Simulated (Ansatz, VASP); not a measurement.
**C: VASP beside Ansatz**

INCAR

```
SYSTEM = C
PREC     = Accurate       ! precision mode
ENCUT    = 520            ! plane-wave cutoff, eV
EDIFF    = 1E-7           ! SCF threshold, eV
ISMEAR   = -1             ! smearing method
SIGMA    = 0.05           ! smearing width, eV
LREAL    = .FALSE.        ! projectors in reciprocal space
LASPH    = .TRUE.         ! aspherical terms in the spheres
NELM     = 100            ! most SCF steps
ALGO     = Normal         ! electronic algorithm
ISIF     = 2              ! what is computed and relaxed
LWAVE    = .FALSE.        ! write WAVECAR
LCHARG   = .TRUE.         ! write CHGCAR
LELF     = .TRUE.         ! ELF
LVHAR    = .TRUE.       
NBANDS   = 11             ! bands
```

File KPOINTS:

```
Automatic mesh
0
G
  13 13 8
  0 0 0
```

POSCAR

```
C
1.0
    2.1273203072     -1.2282824400      0.0000000000
    2.1273203072      1.2282824400      0.0000000000
   -1.3790696309      0.0000000000      3.5028300786
C
2
Direct
    0.1666444700      0.1666444700      0.9999069600
    0.8333555300      0.8333555300      0.0000930400
```

Contents of input.yaml:

```yaml
crystal:
  lattice:
    - [2.1273203072, -1.22828244, 0.0]
    - [2.1273203072, 1.22828244, 0.0]
    - [-1.3790696309, 0.0, 3.5028300786]
  atoms:
    - { symbol: C, position: [0.16664447, 0.16664447, 0.99990696] }
    - { symbol: C, position: [0.83335553, 0.83335553, 9.304e-05] }
kpoints:
  mp_grid: { grid: [13, 13, 8] }
scf:
  occupations: { method: fermi_dirac, width: 0.05 }
hamiltonian:
  xc: lda
  pseudopotentials: { kind: all_electron, lapw: { basis_error: 0.001 } }
output:
  forces: true
  stress: true
  eigenvalues: true
```

Alike in both runs: task single point; functional LDA; k mesh 13 × 13 × 8; occupations fermi-dirac, width 0.05 eV; no spin polarisation.

```csv
,VASP,Ansatz
version,VASP 6.6.1,Ansatz 0.2.0
potentials or method,"VASP PAW LDA potentials, release 64 (C), cutoff 520 eV","all-electron LAPW, scalar-relativistic"
```

VASP gave:

| Item | Value |
| --- | --- |
| gap on the k mesh at the Fermi level (eV) | 0.90 |
| least direct gap on the mesh (eV) | 0.91 |
| pressure (GPa) | -3.3 |
| traceless stress, the component that is largest in VASP (GPa) | 2.30 |

Task: Estimate Ansatz's values.

Result: gap on the k mesh at the Fermi level (eV): 0.90; least direct gap on the mesh (eV): 0.91; pressure (GPa): -4.1; traceless stress, the component that is largest in VASP (GPa): 3.15.

LDA's correlation is that of Perdew and Zunger in VASP and of Perdew and Wang (1992) in Ansatz. Ansatz ran all-electron here, and VASP with PAW potentials.
